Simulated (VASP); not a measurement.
**NdAg3Sb2: relaxation of cell and atoms with PBE**

The system is NdAg3Sb2.

```
CELL_PARAMETERS angstrom
5.55355 0.00000 0.00000
-2.77677 4.80951 0.00000
0.00000 0.00000 11.24552
ATOMIC_POSITIONS crystal
Nd 0.00000 0.00000 0.50000
Ag 0.00000 0.00000 0.23650
Ag 0.00000 0.00000 0.76350
Ag 0.00000 0.00000 0.00000
Sb 0.33333 0.66667 0.50000
Sb 0.66667 0.33333 0.50000
```

The cell was generated, and may not be a known phase.

| Quantity | Value |
| --- | --- |
| Program | VASP 6.6.1 |
| Task | relaxation of cell and atoms |
| Functional | PBE |
| Potentials or basis | VASP PAW PBE potentials, release 64 (Nd_3, Ag, Sb), 4f in core |
| Cutoff | 500 eV |
| k mesh | 12 × 12 × 4 |
| Occupations | gaussian, width 0.1 eV |
| Spin | no spin polarisation |
| Dipole correction | no |
| Further INCAR settings | ALGO = Normal; EDIFF = 1e-07; IBRION = 2; EDIFFG = -0.01; NSW = 100; ISIF = 3 |

```
Relaxed volume                        : 50.39 Å³/atom
Relaxed cell                          : a = 5.571 Å, b = 5.571 Å, c = 11.248 Å, α = 90.00°, β = 90.00°, γ = 120.00°
Space group after relaxing (to 0.1 Å) : P6/mmm (No. 191)
Energy gained by relaxing             : 0.2 meV/atom
Ionic steps                           : 5
Pressure after relaxing               : 0.0 GPa
Largest force after relaxing          : 0.009 eV/Å
Band gap on the k mesh                : zero (bands 27 and 28 overlap by 1.58 eV)
```

Forces in eV/Å, atoms in the order of the input:
```
Nd   0.000  0.000  0.000
Ag   0.000  0.000 -0.009
Ag   0.000  0.000  0.009
Ag   0.000  0.000  0.000
Sb   0.000  0.000  0.000
Sb   0.000  0.000  0.000
```

The path:
| step | energy change (eV) | largest force (eV/Å) | pressure (GPa) | volume (Å³) |
| --- | --- | --- | --- | --- |
| 1 | 0.0000 | 0.0191 | 0.13 | 300.37 |
| 2 | -0.0012 | 0.0134 | 0.01 | 302.18 |
| 3 | -0.0012 | 0.0127 | 0.00 | 302.40 |
| 4 | -0.0012 | 0.0129 | 0.00 | 302.36 |
| 5 | -0.0012 | 0.0093 | 0.00 | 302.37 |

Final structure:
```
Nd Ag Sb
1.0
     5.57129    0.00000    0.00000
    -2.78564    4.82488    0.00000
     0.00000    0.00000   11.24843
Nd Ag Sb
1 3 2
Cartesian
  -2.7856 4.8249 5.6242
  0.0000 0.0000 2.6586
  0.0000 0.0000 8.5898
  -2.7856 4.8249 11.2484
  0.0000 3.2166 5.6242
  2.7856 1.6083 5.6242
```

Levels at points of the mesh, in eV from the Fermi level:
| k point | band 23 | band 24 | band 25 | band 26 | band 27 | band 28 | band 29 | band 30 | band 31 | band 32 |
| --- | --- | --- | --- | --- | --- | --- | --- | --- | --- | --- |
| (0.00, 0.00, 0.00) | -2.53 | -2.27 | -1.54 | 0.12 | 0.35 | 1.09 | 1.09 | 1.38 | 1.82 | 1.82 |
| (0.50, 0.00, 0.00) | -2.35 | -1.46 | -0.96 | -0.64 | 0.00 | 0.47 | 0.55 | 1.53 | 1.72 | 2.33 |
| (0.00, 0.00, 0.50) | -2.51 | -2.22 | -1.07 | -0.96 | 1.10 | 1.10 | 1.38 | 1.76 | 1.76 | 2.12 |
| (0.50, 0.00, 0.50) | -2.35 | -1.53 | -1.04 | -0.54 | -0.05 | 0.00 | 1.46 | 1.74 | 2.11 | 2.38 |

Run time: 18 min on 1 thread of Intel(R) Xeon(R) 6975P-C (Granite Rapids) (shared host), peak memory 0.79 GiB.

Caveat: spin-orbit coupling is left out, which moves the levels of the heavy elements; the 4f electrons are frozen in the core, so they carry no moment and show no levels. Spin polarisation is off, so any magnetic state and its effect on volume and gap are missing.
